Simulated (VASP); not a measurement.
# MgS (F-43m) in VASP: density of states with PBEsol

Aim: the density of states of MgS with PBEsol.

All numbers are computed with VASP 6.6.1; they aren't measurements. Logs are shortened: lines on timing, memory, paths and dates and some standing lists are left out, and cuts for length are marked.

### 1 The cell of the first run

Symmetry: F-43m, No. 216, cubic system. Conventional cell: a = 5.697 Å, b = 5.697 Å, c = 5.697 Å, α = 90.00°, β = 90.00°, γ = 90.00°. Mg (site symmetry -43m) has 4 S at 2.47 Å within 3.3 Å. S (site symmetry -43m) has 4 Mg at 2.47 Å within 3.3 Å.

### 2 Density of states, PBEsol

POSCAR reads:

```
MgS
1.0
    0.0000000000      2.8486069961      2.8486069961
    2.8486069961      0.0000000000      2.8486069961
    2.8486069961      2.8486069961      0.0000000000
Mg S
1 1
Direct
    0.0000000000      0.0000000000      0.0000000000
    0.7500000000      0.7500000000      0.7500000000
```

INCAR.step1 reads:

```
PREC = Accurate
ENCUT = 520
EDIFF = 1E-7
ISMEAR = 0
SIGMA = 0.02
LREAL = False
LASPH = True
NELM = 60
ALGO = Normal
ISIF = 2
LWAVE = False
LCHARG = True
GGA = PS
NBANDS = 11
```

KPOINTS.step1 reads:

```
Automatic mesh
0
Gamma
  8 8 8
```

INCAR.step2 reads:

```
PREC = Accurate
ENCUT = 520
EDIFF = 1E-7
ISMEAR = -5
SIGMA = 0.02
LREAL = False
LASPH = True
NELM = 60
ALGO = Normal
ISIF = 2
LWAVE = False
LCHARG = False
GGA = PS
LORBIT = 10
NBANDS = 11
NEDOS = 1001
ICHARG = 11
```

KPOINTS.step2 reads:

```
Automatic mesh
0
Gamma
  12 12 12
```

Potentials or basis: VASP PAW PBE potentials, release 64 (Mg, S).

Started as:

```console
$ cat potpaw_PBE.64/Mg/POTCAR potpaw_PBE.64/S/POTCAR > POTCAR
$ cp INCAR.step1 INCAR
$ cp KPOINTS.step1 KPOINTS
$ mpirun -np 1 vasp_std > vasp.out
$ cp INCAR.step2 INCAR
$ cp KPOINTS.step2 KPOINTS
$ mpirun -np 1 vasp_std > vasp.out
```

OUTCAR:

```text
PREC = Accurate
   ENCUT = 520
   EDIFF = 1E-7
   ISMEAR = -5
   LREAL = False
   LASPH = True
   NELM = 60
   ISIF = 2
   GGA = PS
   LORBIT = 10
   ICHARG = 11

 ion  position               nearest neighbor table
   1  0.000  0.000  0.000-   2 2.47   2 2.47   2 2.47   2 2.47
   2  0.750  0.750  0.750-   1 2.47   1 2.47   1 2.47   1 2.47

  LATTYP: Found a face centered cubic cell.
 ALAT       =     5.6972139922

  Lattice vectors:

 A1 = (   0.0000000000,   2.8486069961,   2.8486069961)
 A2 = (   2.8486069961,   0.0000000000,   2.8486069961)
 A3 = (   2.8486069961,   2.8486069961,   0.0000000000)

Analysis of symmetry for initial positions (statically):
=====================================================================
 Subroutine PRICEL returns:
 Original cell was already a primitive cell.

 Routine SETGRP: Setting up the symmetry group for a
 face centered cubic supercell.

 Subroutine GETGRP returns: Found 24 space group operations
 (whereof 24 operations were pure point group operations)
 out of a pool of 48 trial point group operations.

The static configuration has the point symmetry T_d .

Analysis of symmetry for dynamics (positions and initial velocities):
=====================================================================
 Subroutine PRICEL returns:
 Original cell was already a primitive cell.

 Routine SETGRP: Setting up the symmetry group for a
 face centered cubic supercell.

 Subroutine GETGRP returns: Found 24 space group operations
 (whereof 24 operations were pure point group operations)
 out of a pool of 48 trial point group operations.

The dynamic configuration has the point symmetry T_d .

 Subroutine INISYM returns: Found 24 space group operations
 (whereof 24 operations are pure point group operations),
 and found     1 'primitive' translations

----------------------------------------------------------------------------------------

                                     Primitive cell

  volume of cell :      46.2304

  direct lattice vectors                    reciprocal lattice vectors
     0.000000000  2.848606996  2.848606996    -0.175524388  0.175524388  0.175524388
     2.848606996  0.000000000  2.848606996     0.175524388 -0.175524388  0.175524388
     2.848606996  2.848606996  0.000000000     0.175524388  0.175524388 -0.175524388

  length of vectors
     4.028538648  4.028538648  4.028538648     0.304017158  0.304017158  0.304017158

  position of ions in fractional coordinates (direct lattice)
     0.000000000  0.000000000  0.000000000
     0.750000000  0.750000000  0.750000000

  ion indices of the primitive-cell ions
   primitive index   ion index
                 1           1
                 2           2

----------------------------------------------------------------------------------------

 KPOINTS: Automatic mesh

Automatic generation of k-mesh.
 Grid dimensions read from file:
 generate k-points for:   12   12   12

 Generating k-lattice:

  Cartesian coordinates                     Fractional coordinates (reciprocal lattice)
    -0.014627032  0.014627032  0.014627032     0.083333333  0.000000000  0.000000000
     0.014627032 -0.014627032  0.014627032     0.000000000  0.083333333  0.000000000
     0.014627032  0.014627032 -0.014627032     0.000000000  0.000000000  0.083333333

  Length of vectors
     0.025334763  0.025334763  0.025334763

  Shift w.r.t. Gamma in fractional coordinates (k-lattice)
     0.000000000  0.000000000  0.000000000

 TETIRR: Found    247 inequivalent tetrahedra from    10368

 Subroutine IBZKPT returns following result:
 ===========================================

 Found     72 irreducible k-points:

 Following reciprocal coordinates:
            Coordinates               Weight
  0.000000  0.000000  0.000000      1.000000
  0.083333  0.000000  0.000000      8.000000
  0.166667  0.000000  0.000000      8.000000
  0.250000  0.000000  0.000000      8.000000
  0.333333  0.000000  0.000000      8.000000
  0.416667  0.000000  0.000000      8.000000
[... 16 lines left out ...]
  0.500000  0.166667  0.000000     24.000000
 -0.416667  0.166667  0.000000     24.000000
 [... further k-points ...]
   k-points           NKPTS =     72   k-points in BZ     NKDIM =     72   number of bands    NBANDS=     11
   number of dos      NEDOS =   1001   number of ions     NIONS =      2
   total plane-waves  NPLWV =  27000
   dimension x,y,z NGX =    30 NGY =   30 NGZ =   30
   dimension x,y,z NGXF=    60 NGYF=   60 NGZF=   60
   ions per type =               1   1
   NGX,Y,Z   is equivalent  to a cutoff of  12.38, 12.38, 12.38 a.u.
   NGXF,Y,Z  is equivalent  to a cutoff of  24.76, 24.76, 24.76 a.u.
 SYSTEM =  unknown system
   PREC   = accura    normal or accurate (medium, high low for compatibility)
   ISTART =      0    job   : 0-new  1-cont  2-samecut
   ICHARG =     11    charge: 1-file 2-atom 10-const
   ISPIN  =      1    spin polarized calculation?
   LNONCOLLINEAR =      F non collinear calculations
   LSORBIT =      F    spin-orbit coupling
   LASPH  =      T    aspherical Exc in radial PAW
   ENCUT  =  520.0 eV  38.22 Ry    6.18 a.u.   7.49  7.49  7.49*2*pi/ulx,y,z
   NELM   =     60;   NELMIN=  2; NELMDL=  0     # of ELM steps
   EDIFF  = 0.1E-06   stopping-criterion for ELM
   LREAL  =      F    real-space projection
   EDIFFG = 0.1E-05   stopping-criterion for IOM
   NSW    =      0    number of steps for IOM
   IBRION =     -1    ionic relax: 0-MD 1-quasi-New 2-CG
   NFREE  =      0    steps in history (QN), initial steepest desc. (CG)
   ISIF   =      2    stress and relaxation
   ISYM   =      2    0-nonsym 1-usesym 2-fastsym
   POTIM  = 0.5000    time-step for ionic-motion
   TEBEG  =    0.0;   TEEND  =   0.0 temperature during run
   PSTRESS=    0.0 pullay stress
   NELECT =       8.0000    total number of electrons
   NUPDOWN=      -1.0000    fix difference up-down
   EMIN   =  10.00;   EMAX   =-10.00  energy-range for DOS
   EFERMI =   0.00;   METHOD = LEGACY
   ISMEAR =    -5;   SIGMA  =   0.02  broadening in eV -4-tet -1-fermi 0-gaus
   EFERMI_NEDOS =   21; number of points for ismear=-14 and -15
   IALGO  =     38    algorithm
   IMIX   =      4    mixing-type and parameters
     AMIX     =   0.40;   BMIX     =  1.00
     AMIX_MAG =   1.60;   BMIX_MAG =  1.00
  volume/ion in A,a.u.               =      23.12       155.99
  Fermi-wavevector in a.u.,A,eV,Ry     =   0.912282  1.723962 11.323556  0.832258
  Thomas-Fermi vector in A             =   2.036659
   LORBIT       =     10    0 simple, 1 ext, 2 COOP (PROOUT), +10 PAW based schemes
   GGA     = PS    functional components
   LHFCALC =     F    Hartree Fock is set to
   AEXX    =    0.0000 exact exchange contribution
   IVDW    =     0    specifies the selected vdW correction
   LEPSILON=     F    determine dielectric tensor
   LRPA    =     F    only Hartree local field effects (RPA)
 non-spin polarized calculation
 Fermi weights with tetrahedron method with Bloechl corrections
  energy-cutoff  :      520.00
  volume of cell :       46.23
 maximum number of plane-waves:      1267
 NGX is ok and might be reduce to    30

 number of electron       8.0000001 magnetization

 Free energy of the ion-electron system (eV)
  ---------------------------------------------------
  ext. energy  EPLUGINS =         0.00000000
  ---------------------------------------------------
  free energy    TOTEN  =        -8.91257484 eV

  energy without entropy =       -8.91257484  energy(sigma->0) =       -8.91257484

 E-fermi :   0.8903     XC(G=0):  -8.5050

 val. band max:        0.8860019633   @ k =   0.0000   0.0000   0.0000
 cond. band min:       4.0922654050   @ k =   0.0000   0.0000   0.0000
 fundamental gap:      3.2062634417
 Fermi energy:         0.8903390693

 k-point     1 :       0.0000    0.0000    0.0000
  band No.  band energies     occupation
      1     -10.3219      2.00000
      2       0.8860      2.00000
      3       0.8860      2.00000
      4       0.8860      2.00000
      5       4.0923      0.00000
      6       8.7108      0.00000
      7       8.7108      0.00000
      8       8.7108      0.00000
      9      11.6301      0.00000
     10      11.6301      0.00000
     11      14.2820      0.00000

 k-point     2 :       0.0833    0.0000    0.0000
  band No.  band energies     occupation
      1     -10.2832      2.00000
      2       0.5401      2.00000
      3       0.8615      2.00000
      4       0.8615      2.00000
      5       4.4342      0.00000
      6       8.6032      0.00000
      7       8.7989      0.00000
      8       8.7989      0.00000
      9      11.3595      0.00000
     10      11.3595      0.00000
     11      14.0376      0.00000

 k-point     3 :       0.1667    0.0000    0.0000
  band No.  band energies     occupation
      1     -10.1739      2.00000
      2      -0.1937      2.00000
      3       0.7969      2.00000
      4       0.7969      2.00000
      5       5.1078      0.00000
      6       8.4366      0.00000
      7       8.9596      0.00000
      8       8.9596      0.00000
      9      11.0160      0.00000
     10      11.0160      0.00000
     11      13.3679      0.00000
[... 267 lines left out ...]
 k-point    23 :       0.5000    0.1667    0.0000
  band No.  band energies     occupation
      1      -9.6073      2.00000
      2      -1.9709      2.00000
      3      -0.0468      2.00000
      4       0.3606      2.00000
      5       6.3940      0.00000
      6       7.5083      0.00000
      7       9.1722      0.00000
      8       9.4049      0.00000
      9      12.3405      0.00000
     10      14.0169      0.00000
     11      14.7815      0.00000

 k-point    24 :      -0.4167    0.1667    0.0000
  band No.  band energies     occupation
      1      -9.5936      2.00000
      2      -2.0025      2.00000
      3      -0.1558      2.00000
      4       0.4344      2.00000
      5       6.5703      0.00000
      6       7.4160      0.00000
      7       9.0365      0.00000
      8       9.6226      0.00000
      9      12.7331      0.00000
     10      12.9539      0.00000
     11      14.3993      0.00000

 [... further k-points ...]
[... 5 lines left out ...]
  --------------------------------------------------------------------------------------
  -------------------------------------------------------------------------------------
  Total       -0.4093143     -0.4093143     -0.4093143      0.0000000      0.0000000      0.0000000
  in kB      -14.1853448    -14.1853448    -14.1853448      0.0000000      0.0000000      0.0000000
  external PRESSURE =     -14.1853448 kB  Pullay stress =       0.0000000 kB

 VOLUME and BASIS-vectors are now :
 -----------------------------------------------------------------------------
  energy-cutoff  :      520.00
  volume of cell :       46.23
      direct lattice vectors                 reciprocal lattice vectors
     0.000000000  2.848606996  2.848606996    -0.175524388  0.175524388  0.175524388
     2.848606996  0.000000000  2.848606996     0.175524388 -0.175524388  0.175524388
     2.848606996  2.848606996  0.000000000     0.175524388  0.175524388 -0.175524388

 POSITION                                       TOTAL-FORCE (eV/Angst)
 -----------------------------------------------------------------------------------
      0.00000      0.00000      0.00000         0.000000      0.000000      0.000000
      4.27291      4.27291      4.27291        -0.000000     -0.000000     -0.000000
 -----------------------------------------------------------------------------------
    total drift:                               -0.000000     -0.000000     -0.000000

  FREE ENERGIE OF THE ION-ELECTRON SYSTEM (eV)
  ---------------------------------------------------
  free  energy   TOTEN  =        -8.9125748374 eV

  energy  without entropy=       -8.9125748374  energy(sigma->0) =       -8.91257484

 total charge

# of ion       s       p       d       tot
------------------------------------------
    1        0.162   0.142   0.037   0.341
    2        1.305   2.473   0.000   3.778
--------------------------------------------------
tot          1.467   2.615   0.037   4.119
```

It took 17 s on 1 thread of Intel Xeon 6975P-C (Granite Rapids), shared host; peak memory 0.18 GiB.

What came out:

```
Valence electrons inside the program's atomic spheres : Mg 0.34; S 3.78
```

Caveat: the PAW data sets were made with another functional, which shifts forces and pressure a little.
